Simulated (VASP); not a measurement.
# ScAlN2 (P-3m1) in VASP: single point with PBE

Aim: the single point of ScAlN2 with PBE.

All numbers are computed with VASP 6.6.1; they aren't measurements. Logs are shortened: lines on timing, memory, paths and dates and some standing lists are left out, and cuts for length are marked.

### Step 1. The cell of the first run

The structure is trigonal, space group P-3m1 (No. 164). The conventional cell has a = 3.013 Å, b = 3.013 Å, c = 5.213 Å, α = 90.00°, β = 90.00°, γ = 120.00°. Sc (site symmetry -3m) has 6 N at 2.24 Å and 2 Al at 2.61 Å within 3.0 Å. Al (site symmetry -3m) has 6 N at 2.11 Å and 2 Sc at 2.61 Å within 2.8 Å. Within 2.8 Å of N (site symmetry 3m) lie 3 Al at 2.11 Å and 3 Sc at 2.24 Å.

### Step 2. Single point, PBE

Contents of INCAR:

```
SYSTEM = ScAlN2
ALGO     = Normal         ! electronic algorithm
EDIFF    = 1E-6           ! SCF threshold, eV
ENCUT    = 600            ! plane-wave cutoff, eV
GGA      = PE             ! functional
GGA_COMPAT= .False.      
ISIF     = 2              ! what is computed and relaxed
ISMEAR   = 0              ! smearing method
LASPH    = .True.         ! aspherical terms in the spheres
LCHARG   = .False.        ! write CHGCAR
LREAL    = .False.        ! projectors in reciprocal space
LWAVE    = .False.        ! write WAVECAR
NBANDS   = 20             ! bands
NELM     = 120            ! most SCF steps
PREC     = Accurate       ! precision mode
SIGMA    = 0.15           ! smearing width, eV
```

Contents of KPOINTS:

```
k-points
0
Gamma
  5 5 3
  0 0 0
```

Contents of POSCAR:

```
ScAlN2
1.0
    3.0131273559      0.0000000000      0.0000000000
   -1.5065636780      2.6094448351      0.0000000000
    0.0000000000      0.0000000000      5.2127858291
Sc Al N
1 1 2
Direct
    0.0000000000      0.0000000000      0.5000000000
    0.0000000000      0.0000000000      0.0000000000
    0.3333333333      0.6666666667      0.7704473921
    0.6666666667      0.3333333333      0.2295526079
```

Potentials or basis: VASP PAW PBE potentials, release 64 (Sc_sv, Al, N).

Started as:

```console
$ cat potpaw_PBE.64/Sc_sv/POTCAR potpaw_PBE.64/Al/POTCAR potpaw_PBE.64/N/POTCAR > POTCAR
$ mpirun -np 1 vasp_std > vasp.out
```

OUTCAR:

```text
SYSTEM = ScAlN2
   EDIFF = 1E-6
   ENCUT = 600
   GGA = PE
   ISIF = 2
   ISMEAR = 0
   LASPH = .True.
   LREAL = .False.
   NELM = 120
   PREC = Accurate

 ion  position               nearest neighbor table
   1  0.000  0.000  0.500-   3 2.24   4 2.24   4 2.24   3 2.24   4 2.24   3 2.24   2 2.61   2 2.61

   2  0.000  0.000  0.000-   3 2.11   4 2.11   4 2.11   3 2.11   4 2.11   3 2.11   1 2.61   1 2.61

   3  0.333  0.667  0.770-   2 2.11   2 2.11   2 2.11   1 2.24   1 2.24   1 2.24
   4  0.667  0.333  0.230-   2 2.11   2 2.11   2 2.11   1 2.24   1 2.24   1 2.24

  LATTYP: Found a hexagonal cell.
 ALAT       =     3.0131273559
 C/A-ratio  =     1.7300250581

  Lattice vectors:

 A1 = (   3.0131273559,   0.0000000000,   0.0000000000)
 A2 = (  -1.5065636780,   2.6094448351,   0.0000000000)
 A3 = (   0.0000000000,   0.0000000000,   5.2127858291)

Analysis of symmetry for initial positions (statically):
=====================================================================
 Subroutine PRICEL returns:
 Original cell was already a primitive cell.

 Routine SETGRP: Setting up the symmetry group for a
 hexagonal supercell.

 Subroutine GETGRP returns: Found 12 space group operations
 (whereof 12 operations were pure point group operations)
 out of a pool of 24 trial point group operations.

The static configuration has the point symmetry D_3d.

Analysis of symmetry for dynamics (positions and initial velocities):
=====================================================================
 Subroutine PRICEL returns:
 Original cell was already a primitive cell.

 Routine SETGRP: Setting up the symmetry group for a
 hexagonal supercell.

 Subroutine GETGRP returns: Found 12 space group operations
 (whereof 12 operations were pure point group operations)
 out of a pool of 24 trial point group operations.

The dynamic configuration has the point symmetry D_3d.

 Subroutine INISYM returns: Found 12 space group operations
 (whereof 12 operations are pure point group operations),
 and found     1 'primitive' translations

----------------------------------------------------------------------------------------

                                     Primitive cell

  volume of cell :      40.9860

  direct lattice vectors                    reciprocal lattice vectors
     3.013127356  0.000000000  0.000000000     0.331881093  0.191611638  0.000000000
    -1.506563678  2.609444835  0.000000000     0.000000000  0.383223277  0.000000000
     0.000000000  0.000000000  5.212785829     0.000000000  0.000000000  0.191836003

  length of vectors
     3.013127356  3.013127356  5.212785829     0.383223277  0.383223277  0.191836003

  position of ions in fractional coordinates (direct lattice)
     0.000000000  0.000000000  0.500000000
     0.000000000  0.000000000  0.000000000
     0.333333333  0.666666667  0.770447392
     0.666666667  0.333333333  0.229552608

  ion indices of the primitive-cell ions
   primitive index   ion index
                 1           1
                 2           2
                 3           3
                 4           4

----------------------------------------------------------------------------------------

 KPOINTS: k-points

Automatic generation of k-mesh.
 Grid dimensions read from file:
 generate k-points for:    5    5    3

 Generating k-lattice:

  Cartesian coordinates                     Fractional coordinates (reciprocal lattice)
     0.066376219  0.038322328  0.000000000     0.200000000  0.000000000  0.000000000
     0.000000000  0.076644655  0.000000000     0.000000000  0.200000000  0.000000000
     0.000000000  0.000000000  0.063945334     0.000000000  0.000000000  0.333333333

  Length of vectors
     0.076644655  0.076644655  0.063945334

  Shift w.r.t. Gamma in fractional coordinates (k-lattice)
     0.000000000  0.000000000  0.000000000

 Subroutine IBZKPT returns following result:
 ===========================================

 Found     12 irreducible k-points:

 Following reciprocal coordinates:
            Coordinates               Weight
  0.000000  0.000000  0.000000      1.000000
  0.200000 -0.000000  0.000000      6.000000
  0.400000  0.000000  0.000000      6.000000
  0.200000  0.200000  0.000000      6.000000
  0.400000  0.200000  0.000000      6.000000
  0.000000  0.000000  0.333333      2.000000
  0.200000 -0.000000  0.333333      6.000000
  0.000000  0.200000  0.333333      6.000000
  0.400000  0.000000  0.333333      6.000000
  0.000000  0.400000  0.333333      6.000000
  0.200000  0.200000  0.333333     12.000000
  0.400000  0.200000  0.333333     12.000000
   k-points           NKPTS =     12   k-points in BZ     NKDIM =     12   number of bands    NBANDS=     20
   number of dos      NEDOS =    301   number of ions     NIONS =      4
   total plane-waves  NPLWV =  24192
   dimension x,y,z NGX =    24 NGY =   24 NGZ =   42
   dimension x,y,z NGXF=    48 NGYF=   48 NGZF=   84
   ions per type =               1   1   2
   NGX,Y,Z   is equivalent  to a cutoff of  13.24, 13.24, 13.39 a.u.
   NGXF,Y,Z  is equivalent  to a cutoff of  26.48, 26.48, 26.79 a.u.
 SYSTEM =  ScAlN2
   PREC   = accura    normal or accurate (medium, high low for compatibility)
   ISTART =      0    job   : 0-new  1-cont  2-samecut
   ICHARG =      2    charge: 1-file 2-atom 10-const
   ISPIN  =      1    spin polarized calculation?
   LNONCOLLINEAR =      F non collinear calculations
   LSORBIT =      F    spin-orbit coupling
   LASPH  =      T    aspherical Exc in radial PAW
   ENCUT  =  600.0 eV  44.10 Ry    6.64 a.u.   6.02  6.02 10.41*2*pi/ulx,y,z
   NELM   =    120;   NELMIN=  2; NELMDL= -5     # of ELM steps
   EDIFF  = 0.1E-05   stopping-criterion for ELM
   LREAL  =      F    real-space projection
   EDIFFG = 0.1E-04   stopping-criterion for IOM
   NSW    =      0    number of steps for IOM
   IBRION =     -1    ionic relax: 0-MD 1-quasi-New 2-CG
   NFREE  =      0    steps in history (QN), initial steepest desc. (CG)
   ISIF   =      2    stress and relaxation
   ISYM   =      2    0-nonsym 1-usesym 2-fastsym
   POTIM  = 0.5000    time-step for ionic-motion
   TEBEG  =    0.0;   TEEND  =   0.0 temperature during run
   PSTRESS=    0.0 pullay stress
   NELECT =      24.0000    total number of electrons
   NUPDOWN=      -1.0000    fix difference up-down
   EMIN   =  10.00;   EMAX   =-10.00  energy-range for DOS
   EFERMI =   0.00;   METHOD = LEGACY
   ISMEAR =     0;   SIGMA  =   0.15  broadening in eV -4-tet -1-fermi 0-gaus
   EFERMI_NEDOS =   21; number of points for ismear=-14 and -15
   IALGO  =     38    algorithm
   IMIX   =      4    mixing-type and parameters
     AMIX     =   0.40;   BMIX     =  1.00
     AMIX_MAG =   1.60;   BMIX_MAG =  1.00
  volume/ion in A,a.u.               =      10.25        69.15
  Fermi-wavevector in a.u.,A,eV,Ry     =   1.369620  2.588206 25.522609  1.875859
  Thomas-Fermi vector in A             =   2.495479
   LORBIT       =      0    0 simple, 1 ext, 2 COOP (PROOUT), +10 PAW based schemes
   GGA     = PE    functional components
   LHFCALC =     F    Hartree Fock is set to
   AEXX    =    0.0000 exact exchange contribution
   IVDW    =     0    specifies the selected vdW correction
   LEPSILON=     F    determine dielectric tensor
   LRPA    =     F    only Hartree local field effects (RPA)
 non-spin polarized calculation
 Gauss-broadening in eV      SIGMA  =   0.15
  energy-cutoff  :      600.00
  volume of cell :       40.99
 maximum number of plane-waves:      1384
   NGX = 13   NGY = 13   NGZ = 21

 number of electron      23.9999999 magnetization

 Free energy of the ion-electron system (eV)
  ---------------------------------------------------
  ext. energy  EPLUGINS =         0.00000000
  ---------------------------------------------------
  free energy    TOTEN  =       -31.74961226 eV

  energy without entropy =      -31.74961219  energy(sigma->0) =      -31.74961223

 E-fermi :   7.5983     XC(G=0): -11.8607

 val. band max:        7.0999538824   @ k =   0.0000   0.0000   0.0000
 cond. band min:       8.1289465811   @ k =   0.0000   0.4000   0.3333
 fundamental gap:      1.0289926987
 Fermi energy:         7.5982709563

 k-point     1 :       0.0000    0.0000    0.0000
  band No.  band energies     occupation
      1     -41.3422      2.00000
      2     -20.1771      2.00000
      3     -19.6645      2.00000
      4     -19.6645      2.00000
      5      -8.4383      2.00000
      6      -5.9098      2.00000
[... 12 lines left out ...]
     19      13.6192      0.00000
     20      19.0902      0.00000

 k-point     2 :       0.2000   -0.0000    0.0000
  band No.  band energies     occupation
      1     -41.3031      2.00000
      2     -20.1103      2.00000
      3     -19.9330      2.00000
      4     -19.7199      2.00000
      5      -7.8240      2.00000
      6      -5.8360      2.00000
[... 12 lines left out ...]
     19      15.6217      0.00000
     20      17.1400      0.00000

 k-point     3 :       0.4000    0.0000    0.0000
  band No.  band energies     occupation
      1     -41.2392      2.00000
      2     -20.3457      2.00000
      3     -19.9975      2.00000
      4     -19.8082      2.00000
      5      -6.4740      2.00000
      6      -5.7857      2.00000
[... 12 lines left out ...]
     19      15.8489      0.00000
     20      16.6701      0.00000

 k-point     4 :       0.2000    0.2000    0.0000
  band No.  band energies     occupation
      1     -41.2515      2.00000
      2     -20.1991      2.00000
      3     -20.0218      2.00000
      4     -19.8641      2.00000
      5      -6.8235      2.00000
      6      -5.7420      2.00000
[... 153 lines left out ...]
 k-point    11 :       0.2000    0.2000    0.3333
  band No.  band energies     occupation
      1     -41.2514      2.00000
      2     -20.1985      2.00000
      3     -20.0264      2.00000
      4     -19.8640      2.00000
      5      -6.7606      2.00000
      6      -5.7879      2.00000
[... 12 lines left out ...]
     19      15.7988      0.00000
     20      17.5383      0.00000

 k-point    12 :       0.4000    0.2000    0.3333
  band No.  band energies     occupation
      1     -41.2192      2.00000
      2     -20.3203      2.00000
      3     -19.9931      2.00000
      4     -19.9675      2.00000
      5      -6.0938      2.00000
      6      -5.5875      2.00000
[... 12 lines left out ...]
     19      16.3998      0.00000
     20      17.3070      0.00000

------------------------ aborting loop because EDIFF is reached ----------------------------------------

  FORCE on cell =-STRESS in cart. coord.  units (eV):
  Direction    XX          YY          ZZ          XY          YZ          ZX
  --------------------------------------------------------------------------------------
  -------------------------------------------------------------------------------------
  Total        0.0178880      0.0178880      0.0341691     -0.0000000     -0.0000000      0.0000000
  in kB        0.6992574      0.6992574      1.3356984     -0.0000000     -0.0000000      0.0000000
  external PRESSURE =       0.9114044 kB  Pullay stress =       0.0000000 kB

 VOLUME and BASIS-vectors are now :
 -----------------------------------------------------------------------------
  energy-cutoff  :      600.00
  volume of cell :       40.99
      direct lattice vectors                 reciprocal lattice vectors
     3.013127356  0.000000000  0.000000000     0.331881093  0.191611638  0.000000000
    -1.506563678  2.609444835  0.000000000     0.000000000  0.383223277  0.000000000
     0.000000000  0.000000000  5.212785829     0.000000000  0.000000000  0.191836003

 POSITION                                       TOTAL-FORCE (eV/Angst)
 -----------------------------------------------------------------------------------
      0.00000      0.00000      2.60639        -0.000000      0.000000      0.000000
      0.00000      0.00000      0.00000        -0.000000      0.000000      0.000000
     -0.00000      1.73963      4.01618         0.000000      0.000000      0.068577
      1.50656      0.86981      1.19661        -0.000000     -0.000000     -0.068577
 -----------------------------------------------------------------------------------
    total drift:                                0.000000      0.000000      0.000000

  FREE ENERGIE OF THE ION-ELECTRON SYSTEM (eV)
  ---------------------------------------------------
  free  energy   TOTEN  =       -31.7496122638 eV

  energy  without entropy=      -31.7496121886  energy(sigma->0) =      -31.74961223
```

Run time: 17 s. Hardware: 1 thread of Intel Xeon 8259CL, shared host; peak memory 0.17 GiB.

What came out:

```yaml
Free_energy: -31.7496 eV
Pressure: 0.1 GPa
Largest_force: 0.069 eV/Å
Band_gap_on_the_k_mesh: 1.03 eV, indirect (least direct gap 1.77 eV)
```

Forces in eV/Å, atoms in the order of the input:
```
Sc   0.000  0.000  0.000
Al   0.000  0.000  0.000
N    0.000  0.000  0.069
N    0.000  0.000 -0.069
```

Caveat: the k points lie up to 0.48 Å⁻¹ apart.
